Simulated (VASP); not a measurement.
# Sc (Fd-3m) in VASP: notebook

Runs on Sc. Level: PBEsol. Tasks: single point.

Everything below comes from runs of VASP 6.6.1. Logs are shortened: lines on timing, memory, paths and dates and some standing lists are left out, and cuts for length are marked.

### Step 1. The cell of the first run

The structure is cubic, space group Fd-3m (No. 227). The conventional cell has a = 4.789 Å, b = 4.789 Å, c = 4.789 Å, α = 90.00°, β = 90.00°, γ = 90.00°. Within 2.7 Å of Sc (site symmetry -43m) lie 4 Sc at 2.07 Å.

### Step 2. Single point, PBEsol

Input file INCAR:

```
SYSTEM = Sc
ALGO = Normal
EDIFF = 1E-6
ENCUT = 520
GGA = PS
ISIF = 2
ISMEAR = -1
LASPH = .True.
LCHARG = .False.
LREAL = .False.
LWAVE = .False.
NBANDS = 18
NELM = 60
PREC = Accurate
SIGMA = 0.1
```

Input file KPOINTS:

```
k-points
0
Gamma
  6 6 6
  0 0 0
```

Input file POSCAR:

```
Sc
1.0
    0.0000000000      2.3943991707      2.3943991707
    2.3943991707      0.0000000000      2.3943991707
    2.3943991707      2.3943991707      0.0000000000
Sc
2
Direct
    0.0000000000      0.0000000000      0.0000000000
    0.2500000000      0.2500000000      0.2500000000
```

Potentials or basis: VASP PAW PBE potentials, release 64 (Sc_sv).

On the command line:

```sh
> cat potpaw_PBE.64/Sc_sv/POTCAR > POTCAR
> mpirun -np 1 vasp_std > vasp.out
```

OUTCAR:

```text
SYSTEM = Sc
   EDIFF = 1E-6
   ENCUT = 520
   GGA = PS
   ISIF = 2
   ISMEAR = -1
   LASPH = .True.
   LREAL = .False.
   NELM = 60
   PREC = Accurate

 ion  position               nearest neighbor table
   1  0.000  0.000  0.000-   2 2.07   2 2.07   2 2.07   2 2.07
   2  0.250  0.250  0.250-   1 2.07   1 2.07   1 2.07   1 2.07

  LATTYP: Found a face centered cubic cell.
 ALAT       =     4.7887983414

  Lattice vectors:

 A1 = (   0.0000000000,   2.3943991707,   2.3943991707)
 A2 = (   2.3943991707,   0.0000000000,   2.3943991707)
 A3 = (   2.3943991707,   2.3943991707,   0.0000000000)

Analysis of symmetry for initial positions (statically):
=====================================================================
 Subroutine PRICEL returns:
 Original cell was already a primitive cell.

 Routine SETGRP: Setting up the symmetry group for a
 face centered cubic supercell.

 Subroutine GETGRP returns: Found 48 space group operations
 (whereof 24 operations were pure point group operations)
 out of a pool of 48 trial point group operations.

The static configuration has the point symmetry T_d .
 The point group associated with its full space group is O_h .

Analysis of symmetry for dynamics (positions and initial velocities):
=====================================================================
 Subroutine PRICEL returns:
 Original cell was already a primitive cell.

 Routine SETGRP: Setting up the symmetry group for a
 face centered cubic supercell.

 Subroutine GETGRP returns: Found 48 space group operations
 (whereof 24 operations were pure point group operations)
 out of a pool of 48 trial point group operations.

The dynamic configuration has the point symmetry T_d .
 The point group associated with its full space group is O_h .

 Subroutine INISYM returns: Found 48 space group operations
 (whereof 24 operations are pure point group operations),
 and found     1 'primitive' translations

----------------------------------------------------------------------------------------

                                     Primitive cell

  volume of cell :      27.4549

  direct lattice vectors                    reciprocal lattice vectors
     0.000000000  2.394399171  2.394399171    -0.208820654  0.208820654  0.208820654
     2.394399171  0.000000000  2.394399171     0.208820654 -0.208820654  0.208820654
     2.394399171  2.394399171  0.000000000     0.208820654  0.208820654 -0.208820654
[... 71 lines left out ...]
   LSORBIT =      F    spin-orbit coupling
   LASPH  =      T    aspherical Exc in radial PAW
   ENCUT  =  520.0 eV  38.22 Ry    6.18 a.u.   6.30  6.30  6.30*2*pi/ulx,y,z
   NELM   =     60;   NELMIN=  2; NELMDL= -5     # of ELM steps
   EDIFF  = 0.1E-05   stopping-criterion for ELM
   LREAL  =      F    real-space projection
   EDIFFG = 0.1E-04   stopping-criterion for IOM
   NSW    =      0    number of steps for IOM
   IBRION =     -1    ionic relax: 0-MD 1-quasi-New 2-CG
   NFREE  =      0    steps in history (QN), initial steepest desc. (CG)
   ISIF   =      2    stress and relaxation
   ISYM   =      2    0-nonsym 1-usesym 2-fastsym
   POTIM  = 0.5000    time-step for ionic-motion
   TEBEG  =    0.0;   TEEND  =   0.0 temperature during run
   PSTRESS=    0.0 pullay stress
   NELECT =      22.0000    total number of electrons
   NUPDOWN=      -1.0000    fix difference up-down
   EMIN   =  10.00;   EMAX   =-10.00  energy-range for DOS
   EFERMI =   0.00;   METHOD = LEGACY
   ISMEAR =    -1;   SIGMA  =   0.10  broadening in eV -4-tet -1-fermi 0-gaus
   EFERMI_NEDOS =   21; number of points for ismear=-14 and -15
   IALGO  =     38    algorithm
   IMIX   =      4    mixing-type and parameters
     AMIX     =   0.40;   BMIX     =  1.00
     AMIX_MAG =   1.60;   BMIX_MAG =  1.00
  volume/ion in A,a.u.               =      13.73        92.64
  Fermi-wavevector in a.u.,A,eV,Ry     =   1.520580  2.873479 31.458880  2.312162
  Thomas-Fermi vector in A             =   2.629411
   LORBIT       =      0    0 simple, 1 ext, 2 COOP (PROOUT), +10 PAW based schemes
   GGA     = PS    functional components
   LHFCALC =     F    Hartree Fock is set to
   AEXX    =    0.0000 exact exchange contribution
   IVDW    =     0    specifies the selected vdW correction
   LEPSILON=     F    determine dielectric tensor
   LRPA    =     F    only Hartree local field effects (RPA)
 non-spin polarized calculation
  energy-cutoff  :      520.00
  volume of cell :       27.45
 maximum number of plane-waves:       754
 NGX is ok and might be reduce to    28
   NGX = 13   NGY = 13   NGZ = 13

 number of electron      22.0000001 magnetization

 Free energy of the ion-electron system (eV)
  ---------------------------------------------------
  ext. energy  EPLUGINS =         0.00000000
  ---------------------------------------------------
  free energy    TOTEN  =        -7.21278798 eV

  energy without entropy =       -7.18070475  energy(sigma->0) =       -7.19674636

 E-fermi :   7.8949     XC(G=0): -12.4293

 val. band max:        7.8410746385   @ k =   0.5000   0.5000   0.0000
 cond. band min:       8.0614701554   @ k =   0.3333   0.3333   0.0000
 fundamental gap:      0.2203955169
 Fermi energy:         7.8949231724

 k-point     1 :       0.0000    0.0000    0.0000
  band No.  band energies     occupation
      1     -42.7755      2.00000
      2     -39.2595      2.00000
      3     -21.5391      2.00000
      4     -21.5391      2.00000
      5     -21.5391      2.00000
      6     -18.6210      2.00000
[... 313 lines left out ...]
      5     -19.8966      2.00000
      6     -19.8966      2.00000
[... 10 lines left out ...]
     17      15.1289      0.00000
     18      15.1290      0.00000

------------------------ aborting loop because EDIFF is reached ----------------------------------------

  FORCE on cell =-STRESS in cart. coord.  units (eV):
  Direction    XX          YY          ZZ          XY          YZ          ZX
  --------------------------------------------------------------------------------------
  -------------------------------------------------------------------------------------
  Total        8.4604170      8.4604170      8.4604170      0.0000000      0.0000000     -0.0000000
  in kB      493.7222469    493.7222469    493.7222469      0.0000000      0.0000000     -0.0000000
  external PRESSURE =     493.7222469 kB  Pullay stress =       0.0000000 kB

 VOLUME and BASIS-vectors are now :
 -----------------------------------------------------------------------------
  energy-cutoff  :      520.00
  volume of cell :       27.45
      direct lattice vectors                 reciprocal lattice vectors
     0.000000000  2.394399171  2.394399171    -0.208820654  0.208820654  0.208820654
     2.394399171  0.000000000  2.394399171     0.208820654 -0.208820654  0.208820654
     2.394399171  2.394399171  0.000000000     0.208820654  0.208820654 -0.208820654

 POSITION                                       TOTAL-FORCE (eV/Angst)
 -----------------------------------------------------------------------------------
      0.00000      0.00000      0.00000        -0.000000     -0.000000     -0.000000
      1.19720      1.19720      1.19720         0.000000      0.000000      0.000000
 -----------------------------------------------------------------------------------
    total drift:                                0.000000      0.000000      0.000000

  FREE ENERGIE OF THE ION-ELECTRON SYSTEM (eV)
  ---------------------------------------------------
  free  energy   TOTEN  =        -7.2127879813 eV

  energy  without entropy=       -7.1807047453  energy(sigma->0) =       -7.19674636
```

stdout:

```text
POSCAR found type information on POSCAR Sc
 POSCAR found :  1 types and       2 ions
 scaLAPACK will be used
 -----------------------------------------------------------------------------
|                                                                             |
|                                                                             |
|     You enforced a specific xc type in the INCAR file but a different       |
|     I HOPE YOU KNOW WHAT YOU ARE DOING!                                     |
|                                                                             |
 -----------------------------------------------------------------------------

 LDA part: xc-table for (Slater+PW92), standard interpolation
 POSCAR, INCAR and KPOINTS ok, starting setup
 FFT: planning ... GRIDC
 FFT: planning ... GRID_SOFT
 FFT: planning ... GRID
 WAVECAR not read
 entering main loop
```

Wall time 12 s (1 thread of AMD EPYC 7R43 (Zen 3), shared host); peak memory 0.11 GiB.

Results:

* Free energy: -7.2128 eV
* Pressure: 49.4 GPa
* Band gap on the k mesh: zero (band 11 reaches 8.14 eV, above the bottom of band 12 at 7.15 eV)

Caveat: the k points lie up to 0.38 Å⁻¹ apart; the PAW data sets were made with another functional, which shifts forces and pressure a little.

### Step 3. Single point, PBEsol

This run uses another cell than the first one, of 14.81 Å³/atom, 1.079 times its volume.

Input file INCAR:

```
ALGO = Normal
EDIFF = 1E-6
ENCUT = 520
GGA = PS
ISIF = 2
ISMEAR = -1
LASPH = True
LCHARG = False
LREAL = False
LWAVE = False
NBANDS = 18
NELM = 60
PREC = Accurate
SIGMA = 0.1
```

Input file KPOINTS:

```
k-points
0
Gamma
  6 6 6
```

Input file POSCAR:

```
Sc
1.0
    0.0000000000      2.4559383031      2.4559383031
    2.4559383031      0.0000000000      2.4559383031
    2.4559383031      2.4559383031      0.0000000000
Sc
2
Direct
    0.0000000000      0.0000000000      0.0000000000
    0.2500000000      0.2500000000      0.2500000000
```

Potentials or basis: VASP PAW PBE potentials, release 64 (Sc_sv).

On the command line:

```sh
> cat potpaw_PBE.64/Sc_sv/POTCAR > POTCAR
> mpirun -np 1 vasp_std > vasp.out
```

It took 11 s on 1 thread of AMD EPYC 7R43 (Zen 3), shared host; peak memory 0.12 GiB.

The run converged. Its results:

* Free energy: -7.7651 eV
* Pressure: 33.1 GPa
* Band gap on the k mesh: zero (band 11 reaches 7.55 eV, above the bottom of band 12 at 6.35 eV)

Levels at points of the mesh, in eV from the Fermi level:
```
           k point  band 7  band 8  band 9  band 10  band 11  band 12  band 13  band 14  band 15  band 16
(0.00, 0.00, 0.00)  -26.68  -26.68   -5.34    -1.63    -1.63     0.40     0.40     0.40     3.52     3.52
(0.50, 0.00, 0.00)  -26.19  -26.19   -2.66    -1.51    -1.51    -0.91    -0.08    -0.08     2.67     5.09
(0.50, 0.50, 0.00)  -25.67  -25.67   -3.66    -3.66     0.01     0.01     2.34     2.34     3.24     3.24
```

Caveat: the k points lie up to 0.37 Å⁻¹ apart; the PAW data sets were made with another functional, which shifts forces and pressure a little.

### Step 4. Single point, PBEsol

This run uses another cell than the first one, of 16.86 Å³/atom, 1.228 times its volume.

Input file INCAR:

```
SYSTEM = Sc
ALGO = Normal
EDIFF = 1E-6
ENCUT = 520
GGA = PS
ISIF = 2
ISMEAR = -1
LASPH = .True.
LCHARG = .True.
LELF = .True.
LREAL = .False.
LVHAR = .True.
LWAVE = .False.
NBANDS = 18
NELM = 60
PREC = Accurate
SIGMA = 0.1
```

Input file KPOINTS:

```
k-points
0
Gamma
  6 6 6
  0 0 0
```

Input file POSCAR:

```
Sc
1.0
    0.0000000000      2.5639625000      2.5639625000
    2.5639625000      0.0000000000      2.5639625000
    2.5639625000      2.5639625000      0.0000000000
Sc
2
Direct
    0.0000000000      0.0000000000      0.0000000000
    0.2500000000      0.2500000000      0.2500000000
```

On the command line:

```sh
> cat potpaw_PBE.64/Sc_sv/POTCAR > POTCAR
> mpirun -np 1 vasp_std > vasp.out
```

Run time: 11 s. Hardware: 1 thread of AMD EPYC 7R43 (Zen 3), shared host; peak memory 0.12 GiB.

Results (log left out):

```yaml
Free_energy: -8.3730 eV
Pressure: 16.6 GPa
Band_gap_on_the_k_mesh: zero (band 11 reaches 6.58 eV, above the bottom of band 12 at 5.06 eV)
```

Levels at points of the mesh, in eV from the Fermi level:
| k point | band 9 | band 10 | band 11 | band 12 | band 13 | band 14 |
| --- | --- | --- | --- | --- | --- | --- |
| (0.00, 0.00, 0.00) | -5.13 | -1.17 | -1.17 | 0.42 | 0.42 | 0.42 |
| (0.50, 0.00, 0.00) | -2.23 | -1.12 | -1.12 | -1.05 | 0.12 | 0.12 |
| (0.50, 0.50, 0.00) | -3.04 | -3.04 | 0.22 | 0.22 | 2.32 | 2.32 |

Caveat: the PAW data sets were made with another functional, which shifts forces and pressure a little.

### Step 5. Single point, PBEsol

This run uses another cell than the first one, of 31.26 Å³/atom, 2.277 times its volume.

Input file INCAR:

```
ALGO = Normal
EDIFF = 1E-6
ENCUT = 520
GGA = PS
ISIF = 2
ISMEAR = -1
LASPH = True
LCHARG = False
LREAL = False
LWAVE = False
NBANDS = 18
NELM = 100
PREC = Accurate
SIGMA = 0.1
```

Input file KPOINTS:

```
k-points
0
Gamma
  6 6 6
```

Input file POSCAR:

```
Sc
1.0
    0.0000000000      3.1502380018      3.1502380018
    3.1502380018      0.0000000000      3.1502380018
    3.1502380018      3.1502380018      0.0000000000
Sc
2
Direct
    0.0000000000      0.0000000000      0.0000000000
    0.2500000000      0.2500000000      0.2500000000
```

On the command line:

```sh
> cat potpaw_PBE.64/Sc_sv/POTCAR > POTCAR
> mpirun -np 1 vasp_std > vasp.out
```

Wall time 24 s (1 thread of AMD EPYC 7R43 (Zen 3), shared host); peak memory 0.16 GiB.

Results (log left out):

```
Free energy            : -9.2379 eV
Pressure               : 0.0 GPa
Band gap on the k mesh : zero (band 11 reaches 2.36 eV, above the bottom of band 12 at 1.95 eV)
```

Levels at points of the mesh, in eV from the Fermi level:
| k point | band 8 | band 9 | band 10 | band 11 | band 12 | band 13 | band 14 | band 15 |
| --- | --- | --- | --- | --- | --- | --- | --- | --- |
| (0.00, 0.00, 0.00) | -27.98 | -4.20 | -0.02 | -0.02 | 0.28 | 0.28 | 0.28 | 1.77 |
| (0.50, 0.00, 0.00) | -27.92 | -1.79 | -1.02 | -0.06 | -0.06 | 0.39 | 0.39 | 0.54 |
| (0.50, 0.50, 0.00) | -27.86 | -1.14 | -1.14 | -0.04 | -0.04 | 0.50 | 0.50 | 1.81 |

Caveat: the PAW data sets were made with another functional, which shifts forces and pressure a little.

### Step 6. The runs side by side

```csv
cell,gap on the mesh (eV),pressure (GPa)
"a = 3.386 Å, angles 60.0°, 2 atoms",none,49.4
"a = 3.473 Å, angles 60.0°, 2 atoms",none,33.1
"a = 3.626 Å, angles 60.0°, 2 atoms",none,16.6
"a = 4.455 Å, angles 60.0°, 2 atoms",none,0.0
```

Alike in all rows: task single point; level PBEsol; potentials or basis VASP PAW PBE potentials, release 64 (Sc_sv); no spin polarisation; k mesh 6 × 6 × 6; cutoff (eV) 520; smearing fermi-dirac 0.1 eV.

Caveats: some runs use coarse meshes; the PAW data sets were made with another functional, which shifts forces and pressure a little.

Total energies depend on the potentials used, so only differences within one code and one set of settings carry meaning.
